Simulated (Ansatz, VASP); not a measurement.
**Two plane-wave programs on K**

```
K
1.0
     4.64980    0.00000    0.00000
    -2.32490    4.02685    0.00000
     0.00000    0.00000    7.60444
K
2
Direct
  0.33333 0.66667 0.25000
  0.66667 0.33333 0.75000
```

Alike in both runs: task single point; functional PBEsol; k mesh 12 × 12 × 6; occupations gaussian, width 0.1 eV; no spin polarisation.

|  | VASP | Ansatz |
| --- | --- | --- |
| version | VASP 6.6.1 | Ansatz 0.2.0 |
| potentials or method | VASP PAW PBE potentials, release 64 (K_sv), cutoff 520 eV | scalar-relativistic, plane waves, PAW |
| valence electrons in the cell | 18 | 18 |

```tsv
	VASP	Ansatz	Ansatz less VASP
gap on the k mesh at the Fermi level (eV)	none	none	-
pressure (GPa)	0.0	0.0	+0.01
```

VASP's potentials were made for PBE, not for PBEsol. A gap of «none» marks a metal or a gap that the smearing closes. With one functional, cell and mesh, what is left measures potentials, basis and numerics.
